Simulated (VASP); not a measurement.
The system is Si.

```
CELL_PARAMETERS angstrom
2.36174 0.00000 0.00000
1.18087 2.04532 0.00000
1.18087 0.68177 1.92835
ATOMIC_POSITIONS crystal
Si 0.00000 0.00000 0.00000
```

```yaml
Program: VASP 6.6.1
Task: relaxation of cell and atoms
Functional: revPBE
Dispersion: D3(BJ)
Potentials_or_basis: VASP PAW PBE potentials, release 64 (Si)
Cutoff: 600 eV
k_mesh: 15 × 15 × 15
Occupations: methfessel-paxton, width 0.1 eV
Spin: no spin polarisation
```

At the start: pressure 71.7 GPa; volume 9.31 Å³/atom.

Problem. Where does the relaxation end?

Solution. Over 3 steps the energy falls by 612.0 meV/atom and the volume is 12.94 Å³/atom (+38.9 %); space group Fm-3m (No. 225, to 0.05 Å).

Step by step:
| step | energy change (eV) | largest force (eV/Å) | pressure (GPa) | volume (Å³) |
| --- | --- | --- | --- | --- |
| 1 | 0.0000 | 0.0000 | 71.70 | 9.31 |
| 2 | -0.4354 | 0.0000 | -14.36 | 16.14 |
| 3 | -0.6120 | 0.0000 | -0.09 | 12.94 |

Final structure:
```yaml
crystal:
  lattice:
    - [2.63507, 0.00000, 0.00000]
    - [1.31754, 2.28204, 0.00000]
    - [1.31754, 0.76068, 2.15153]
  atoms:
    - { symbol: Si, position: [0.00000, 0.00000, 0.00000] }
```

Caveat: the volume moved by over 15 % at a fixed basis, so the end points are rough; the PAW data sets were made with another functional, which shifts forces and pressure a little; the volume moved by +39 % from the deposited cell, more than functionals usually miss; pairwise dispersion overbinds metals, which lowers pressure and volume.
